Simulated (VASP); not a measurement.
# BaTiO3 (P4/mmm) in VASP: further runs, part 3 of 3

VASP 6.6.1. Earlier steps stand in the parts before.

### 5 Electric field gradients, PBE (12.60 Å³/atom)

This run uses another cell than the first one, of 12.60 Å³/atom.

INCAR reads:

```
PREC = Accurate ; ENCUT = 520
EDIFF = 1E-8 ; ISMEAR = -1
SIGMA = 0.03 ; LREAL = False
LASPH = True ; NELM = 80
ALGO = Normal ; ISIF = 2
LWAVE = False ; LCHARG = False
GGA = PE ; LEFG = True
NBANDS = 28
```

KPOINTS reads:

```
regular mesh
0
Gamma
  7 7 7
```

POSCAR reads:

```
BaTiO3
1.0
    3.9729548958      0.0000000000      0.0000000000
    0.0000000000      3.9729548958      0.0000000000
    0.0000000000      0.0000000000      3.9910327445
Ba Ti O
1 1 3
Direct
    0.0000000000      0.0000000000      0.0000000000
    0.5000000000      0.5000000000      0.5000000000
    0.5000000000      0.5000000000      0.0000000000
    0.5000000000      0.0000000000      0.5000000000
    0.0000000000      0.5000000000      0.5000000000
```

Potentials or basis: VASP PAW PBE potentials, release 64 (Ba_sv, Ti_sv, O).

Launch:

```sh
$ cat potpaw_PBE.64/Ba_sv/POTCAR potpaw_PBE.64/Ti_sv/POTCAR potpaw_PBE.64/O/POTCAR > POTCAR
$ mpirun -np 1 vasp_std > vasp.out
```

OUTCAR:

```text
PREC = Accurate
   ENCUT = 520
   EDIFF = 1E-8
   ISMEAR = -1
   LREAL = False
   LASPH = True
   NELM = 80
   ISIF = 2
   GGA = PE

 ion  position               nearest neighbor table
   1  0.000  0.000  0.000-   3 2.81   3 2.81   3 2.81   3 2.81   5 2.82   4 2.82   5 2.82   5 2.82
                             5 2.82   4 2.82   4 2.82   4 2.82   2 3.45   2 3.45   2 3.45   2 3.45
   2  0.500  0.500  0.500-   4 1.99   5 1.99   4 1.99   5 1.99   3 2.00   3 2.00   1 3.45   1 3.45
                             1 3.45   1 3.45   1 3.45   1 3.45   1 3.45   1 3.45
   3  0.500  0.500  0.000-   2 2.00   2 2.00   1 2.81   1 2.81   1 2.81   1 2.81
   4  0.500  0.000  0.500-   2 1.99   2 1.99   1 2.82   1 2.82   1 2.82   1 2.82
   5  0.000  0.500  0.500-   2 1.99   2 1.99   1 2.82   1 2.82   1 2.82   1 2.82

  LATTYP: Found a simple tetragonal cell.
 ALAT       =     3.9729548958
 C/A-ratio  =     1.0045502275

  Lattice vectors:

 A1 = (   3.9729548958,   0.0000000000,   0.0000000000)
 A2 = (   0.0000000000,   3.9729548958,   0.0000000000)
 A3 = (   0.0000000000,   0.0000000000,   3.9910327445)

Analysis of symmetry for initial positions (statically):
=====================================================================
 Subroutine PRICEL returns:
 Original cell was already a primitive cell.

 Routine SETGRP: Setting up the symmetry group for a
 simple tetragonal supercell.

 Subroutine GETGRP returns: Found 16 space group operations
 (whereof 16 operations were pure point group operations)
 out of a pool of 16 trial point group operations.

The static configuration has the point symmetry D_4h.

Analysis of symmetry for dynamics (positions and initial velocities):
=====================================================================
 Subroutine PRICEL returns:
 Original cell was already a primitive cell.

 Routine SETGRP: Setting up the symmetry group for a
 simple tetragonal supercell.

 Subroutine GETGRP returns: Found 16 space group operations
 (whereof 16 operations were pure point group operations)
 out of a pool of 16 trial point group operations.

The dynamic configuration has the point symmetry D_4h.

 Subroutine INISYM returns: Found 16 space group operations
 (whereof 16 operations are pure point group operations),
 and found     1 'primitive' translations

----------------------------------------------------------------------------------------

                                     Primitive cell

  volume of cell :      62.9959

  direct lattice vectors                    reciprocal lattice vectors
     3.972954896  0.000000000  0.000000000     0.251701826  0.000000000  0.000000000
     0.000000000  3.972954896  0.000000000     0.000000000  0.251701826  0.000000000
     0.000000000  0.000000000  3.991032745     0.000000000  0.000000000  0.250561713

  length of vectors
     3.972954896  3.972954896  3.991032745     0.251701826  0.251701826  0.250561713

  position of ions in fractional coordinates (direct lattice)
[... 103 lines left out ...]
   IMIX   =      4    mixing-type and parameters
     AMIX     =   0.40;   BMIX     =  1.00
     AMIX_MAG =   1.60;   BMIX_MAG =  1.00
  volume/ion in A,a.u.               =      12.60        85.02
  Fermi-wavevector in a.u.,A,eV,Ry     =   1.407097  2.659027 26.938466  1.979921
  Thomas-Fermi vector in A             =   2.529390
   LORBIT       =      0    0 simple, 1 ext, 2 COOP (PROOUT), +10 PAW based schemes
   GGA     = PE    functional components
   LHFCALC =     F    Hartree Fock is set to
   AEXX    =    0.0000 exact exchange contribution
   IVDW    =     0    specifies the selected vdW correction
   LEPSILON=     F    determine dielectric tensor
   LRPA    =     F    only Hartree local field effects (RPA)
 non-spin polarized calculation
  energy-cutoff  :      520.00
  volume of cell :       63.00
 maximum number of plane-waves:      1743
 NGX is ok and might be reduce to    30
   NGX = 15   NGY = 15   NGZ = 15

 number of electron      39.9999977 magnetization

 Free energy of the ion-electron system (eV)
  ---------------------------------------------------
  ext. energy  EPLUGINS =         0.00000000
  ---------------------------------------------------
  free energy    TOTEN  =       -39.92617960 eV

  energy without entropy =      -39.92617960  energy(sigma->0) =      -39.92617960

 E-fermi :   4.5308     XC(G=0): -11.3538

 val. band max:        3.9102364469   @ k =   0.4286   0.4286   0.4286
 cond. band min:       5.7489928985   @ k =   0.0000   0.0000   0.0000
 fundamental gap:      1.8387564516
 Fermi energy:         4.5307578211

 k-point     1 :       0.0000    0.0000    0.0000
  band No.  band energies     occupation
      1     -52.5912      2.00000
      2     -28.8128      2.00000
      3     -28.8128      2.00000
      4     -28.8107      2.00000
      5     -20.8020      2.00000
      6     -12.9622      2.00000
[... 733 lines left out ...]
     27      12.5471      0.00000
     28      12.9841      0.00000

 [... further k-points ...]

------------------------ aborting loop because EDIFF is reached ----------------------------------------

  FORCE on cell =-STRESS in cart. coord.  units (eV):
  Direction    XX          YY          ZZ          XY          YZ          ZX
  --------------------------------------------------------------------------------------
  -------------------------------------------------------------------------------------
  Total        2.9509307      2.9509307      2.5714934      0.0000000      0.0000000      0.0000000
  in kB       75.0510949     75.0510949     65.4008577      0.0000000      0.0000000      0.0000000
  external PRESSURE =      71.8343492 kB  Pullay stress =       0.0000000 kB

 VOLUME and BASIS-vectors are now :
 -----------------------------------------------------------------------------
  energy-cutoff  :      520.00
  volume of cell :       63.00
      direct lattice vectors                 reciprocal lattice vectors
     3.972954896  0.000000000  0.000000000     0.251701826  0.000000000  0.000000000
     0.000000000  3.972954896  0.000000000     0.000000000  0.251701826  0.000000000
     0.000000000  0.000000000  3.991032745     0.000000000  0.000000000  0.250561713

 POSITION                                       TOTAL-FORCE (eV/Angst)
 -----------------------------------------------------------------------------------
      0.00000      0.00000      0.00000         0.000000      0.000000      0.000000
      1.98648      1.98648      1.99552         0.000000      0.000000      0.000000
      1.98648      1.98648      0.00000         0.000000      0.000000      0.000000
      1.98648      0.00000      1.99552         0.000000      0.000000      0.000000
      0.00000      1.98648      1.99552         0.000000      0.000000      0.000000
 -----------------------------------------------------------------------------------
    total drift:                                0.000000      0.000000     -0.000000

  FREE ENERGIE OF THE ION-ELECTRON SYSTEM (eV)
  ---------------------------------------------------
  free  energy   TOTEN  =       -39.9261795993 eV

  energy  without entropy=      -39.9261795992  energy(sigma->0) =      -39.92617960

 Electric field gradients (V/A^2)
---------------------------------------------------------------------
 ion       V_xx      V_yy      V_zz      V_xy      V_xz      V_yz
---------------------------------------------------------------------
   1      -0.396    -0.396     0.792     0.000     0.000    -0.000
   2      -2.033    -2.033     4.066    -0.000     0.000     0.000
   3     -12.357   -12.357    24.714    -0.000     0.000    -0.000
   4     -12.041    22.569   -10.528    -0.000    -0.000    -0.000
   5      22.569   -12.041   -10.528     0.000     0.000    -0.000
---------------------------------------------------------------------

 Electric field gradients after diagonalization (V/A^2)
 (convention: |V_zz| > |V_xx| > |V_yy|)
----------------------------------------------------------------------
 ion       V_xx      V_yy      V_zz     asymmetry (V_yy - V_xx)/ V_zz
----------------------------------------------------------------------
   1      -0.396    -0.396     0.792       0.000
   2      -2.033    -2.033     4.066       0.000
   3     -12.357   -12.357    24.714       0.000
   4     -12.041   -10.528    22.569       0.067
   5     -12.041   -10.528    22.569       0.067
----------------------------------------------------------------------

           NMR quadrupolar parameters

 Cq : quadrupolar parameter    Cq=e*Q*V_zz/h
 eta: asymmetry parameters     (V_yy - V_xx)/ V_zz
 Q  : nuclear electric quadrupole moment in mb (millibarn)
----------------------------------------------------------------------
 ion       Cq(MHz)       eta       Q (mb)
----------------------------------------------------------------------
   1       0.002       0.000       1.000
   2       0.010       0.000       1.000
   3       0.060       0.000       1.000
   4       0.055       0.067       1.000
   5       0.055       0.067       1.000
----------------------------------------------------------------------
```

stdout:

```text
POSCAR found type information on POSCAR BaTiO
 POSCAR found :  3 types and       5 ions
 scaLAPACK will be used
 LDA part: xc-table for (Slater+PW92), standard interpolation
 POSCAR, INCAR and KPOINTS ok, starting setup
 FFT: planning ... GRIDC
 FFT: planning ... GRID_SOFT
 FFT: planning ... GRID
 WAVECAR not read
 entering main loop
ion   1

ion   2

ion   3

ion   4

ion   5
```

Run time: 65 s. Hardware: 1 thread of Intel Xeon Platinum 8488C (Sapphire Rapids), shared host; peak memory 0.21 GiB.

What came out:

```yaml
Free_energy: -39.9262 eV
Pressure: 7.2 GPa
Band_gap_on_the_k_mesh: 1.84 eV (least direct gap 1.90 eV)
Largest_electric_field_gradient_by_atom: Ba +0.8; Ti +4.1; O +24.7, +22.6 (each value once) V/Å²
```

Stress tensor (GPa, compression positive):
```
7.51 0.00 0.00
0.00 7.51 0.00
0.00 0.00 6.54
```

Electric field gradients, principal values (V/Å²):
```
atom    least   middle  greatest (by size)
1 Ba   -0.396   -0.396               0.792
2 Ti   -2.033   -2.033               4.066
 3 O  -12.357  -12.357              24.714
 4 O  -10.528  -12.041              22.569
 5 O  -10.528  -12.041              22.569
```

Caveat: the cell stands under pressure; without QUAD_EFG the Cq values of the log hold for a quadrupole moment of 1 mb, not for the nuclei; spin-orbit coupling is left out, which moves the levels of the heavy elements; an odd mesh through Γ misses points on the zone boundary, where band edges can lie.

### 6 Electric field gradients, PBE (12.98 Å³/atom)

This run uses another cell than the first one, of 12.98 Å³/atom.

Changes to INCAR since step 5:

```diff
@@ -3,3 +3,3 @@
 SIGMA = 0.03 ; LREAL = False
-LASPH = True ; NELM = 80
+LASPH = True ; NELM = 60
 ALGO = Normal ; ISIF = 2
```

KPOINTS reads:

```
Automatic mesh
0
Gamma
  7 7 7
```

Changes to POSCAR since step 5:

```diff
@@ -2,5 +2,5 @@
 1.0
-    3.9729548958      0.0000000000      0.0000000000
-    0.0000000000      3.9729548958      0.0000000000
-    0.0000000000      0.0000000000      3.9910327445
+    4.0130884697      0.0000000000      0.0000000000
+    0.0000000000      4.0130884697      0.0000000000
+    0.0000000000      0.0000000000      4.0313489353
 Ba Ti O
```

Potentials or basis: VASP PAW PBE potentials, release 64 (Ba_sv, Ti_sv, O).

Launch:

```sh
$ cat potpaw_PBE.64/Ba_sv/POTCAR potpaw_PBE.64/Ti_sv/POTCAR potpaw_PBE.64/O/POTCAR > POTCAR
$ mpirun -np 1 vasp_std > vasp.out
```

OUTCAR:

```text
PREC = Accurate
   ENCUT = 520
   EDIFF = 1E-8
   ISMEAR = -1
   LREAL = False
   LASPH = True
   NELM = 60
   ISIF = 2
   GGA = PE

 ion  position               nearest neighbor table
   1  0.000  0.000  0.000-   3 2.84   3 2.84   3 2.84   3 2.84   5 2.84   4 2.84   5 2.84   5 2.84
                             5 2.84   4 2.84   4 2.84   4 2.84   2 3.48   2 3.48   2 3.48   2 3.48
   2  0.500  0.500  0.500-   4 2.01   5 2.01   4 2.01   5 2.01   3 2.02   3 2.02   1 3.48   1 3.48
                             1 3.48   1 3.48   1 3.48   1 3.48   1 3.48   1 3.48
   3  0.500  0.500  0.000-   2 2.02   2 2.02   1 2.84   1 2.84   1 2.84   1 2.84
   4  0.500  0.000  0.500-   2 2.01   2 2.01   1 2.84   1 2.84   1 2.84   1 2.84
   5  0.000  0.500  0.500-   2 2.01   2 2.01   1 2.84   1 2.84   1 2.84   1 2.84

[... 984 lines left out ...]
   3     -13.666   -13.666    27.333     0.000     0.000     0.000
   4     -13.376    25.239   -11.863    -0.000    -0.000    -0.000
   5      25.239   -13.376   -11.863    -0.000     0.000    -0.000
---------------------------------------------------------------------

 Electric field gradients after diagonalization (V/A^2)
 (convention: |V_zz| > |V_xx| > |V_yy|)
----------------------------------------------------------------------
 ion       V_xx      V_yy      V_zz     asymmetry (V_yy - V_xx)/ V_zz
----------------------------------------------------------------------
   1      -0.378    -0.378     0.755       0.000
   2      -1.934    -1.934     3.868       0.000
   3     -13.666   -13.666    27.333       0.000
   4     -13.376   -11.863    25.239       0.060
   5     -13.376   -11.863    25.239       0.060
----------------------------------------------------------------------

           NMR quadrupolar parameters

 Cq : quadrupolar parameter    Cq=e*Q*V_zz/h
 eta: asymmetry parameters     (V_yy - V_xx)/ V_zz
 Q  : nuclear electric quadrupole moment in mb (millibarn)
----------------------------------------------------------------------
 ion       Cq(MHz)       eta       Q (mb)
----------------------------------------------------------------------
   1       0.002       0.000       1.000
   2       0.009       0.000       1.000
   3       0.066       0.000       1.000
   4       0.061       0.060       1.000
   5       0.061       0.060       1.000
----------------------------------------------------------------------
```

OSZICAR:

```text
N       E                     dE             d eps       ncg     rms          rms(c)
DAV:   1     0.432649097851E+03    0.43265E+03   -0.20678E+04  2240   0.154E+03
DAV:   2    -0.473409830627E+01   -0.43738E+03   -0.41578E+03  2528   0.428E+02
DAV:   3    -0.488697190333E+02   -0.44136E+02   -0.43712E+02  3120   0.133E+02
DAV:   4    -0.509796864376E+02   -0.21100E+01   -0.21055E+01  3332   0.246E+01
[... 11 lines left out ...]
DAV:  16    -0.399810347448E+02    0.15315E-05   -0.34374E-06  3112   0.169E-02    0.113E-03
DAV:  17    -0.399810347779E+02   -0.33163E-07   -0.13087E-07  2744   0.261E-03    0.148E-03
DAV:  18    -0.399810347604E+02    0.17549E-07   -0.37756E-08  2328   0.193E-03    0.848E-04
DAV:  19    -0.399810347339E+02    0.26425E-07   -0.37559E-08  2268   0.181E-03    0.888E-05
DAV:  20    -0.399810347311E+02    0.28244E-08   -0.52360E-09  1556   0.422E-04
   1 F= -.39981035E+02 E0= -.39981035E+02  d E =-.124791E-10
```

Run time: 66 s. Hardware: 1 thread of Intel Xeon Platinum 8488C (Sapphire Rapids), shared host; peak memory 0.22 GiB.

Results:

| Quantity | Value |
| --- | --- |
| Free energy | -39.9810 eV |
| Pressure | 1.7 GPa |
| Band gap on the k mesh | 1.78 eV (least direct gap 1.87 eV) |
| Largest electric field gradient by atom | Ba +0.8; Ti +3.9; O +27.3, +25.2 (each value once) V/Å² |

Stress tensor (GPa, compression positive):
```
2.00 0.00 0.00
0.00 2.00 0.00
0.00 0.00 1.17
```

Levels at points of the mesh, in eV from the valence-band top:
```
           k point  band 16  band 17  band 18  band 19  band 20  band 21  band 22  band 23  band 24  band 25
(0.00, 0.00, 0.00)    -1.01    -1.01    -0.10    -0.10    -0.10     1.78     1.78     1.78     3.86     3.89
```

Electric field gradients, principal values (V/Å²):
| atom | least | middle | greatest (by size) |
| --- | --- | --- | --- |
| 1 Ba | -0.378 | -0.378 | 0.755 |
| 2 Ti | -1.934 | -1.934 | 3.868 |
| 3 O | -13.666 | -13.666 | 27.333 |
| 4 O | -11.863 | -13.376 | 25.239 |
| 5 O | -11.863 | -13.376 | 25.239 |

Caveat: without QUAD_EFG the Cq values of the log hold for a quadrupole moment of 1 mb, not for the nuclei; spin-orbit coupling is left out, which moves the levels of the heavy elements; an odd mesh through Γ misses points on the zone boundary, where band edges can lie.

### 7 Overview

```tsv
cell	gap on the mesh (eV)	pressure (GPa)
a = 4.000, b = 4.000, c = 3.978 Å, 5 atoms	1.81	5.3
a = 4.000, b = 4.000, c = 4.098 Å, 5 atoms	1.74	0.2
a = 3.918, b = 3.918, c = 3.936 Å, 5 atoms	1.92	16.0
a = 3.973, b = 3.973, c = 3.991 Å, 5 atoms	1.84	7.2
a = 4.013, b = 4.013, c = 4.031 Å, 5 atoms	1.78	1.7
```

Alike in all rows: task electric field gradients; level PBE; potentials or basis VASP PAW PBE potentials, release 64 (Ba_sv, Ti_sv, O); no spin polarisation; k mesh 7 × 7 × 7; cutoff (eV) 520; smearing fermi-dirac 0.03 eV.

Caveats: spin-orbit coupling is left out, which moves the levels of the heavy elements; an odd mesh through Γ misses points on the zone boundary, where band edges can lie; the cell stands under pressure (at least some runs).

Total energies depend on the potentials used, so only differences within one code and one set of settings carry meaning.
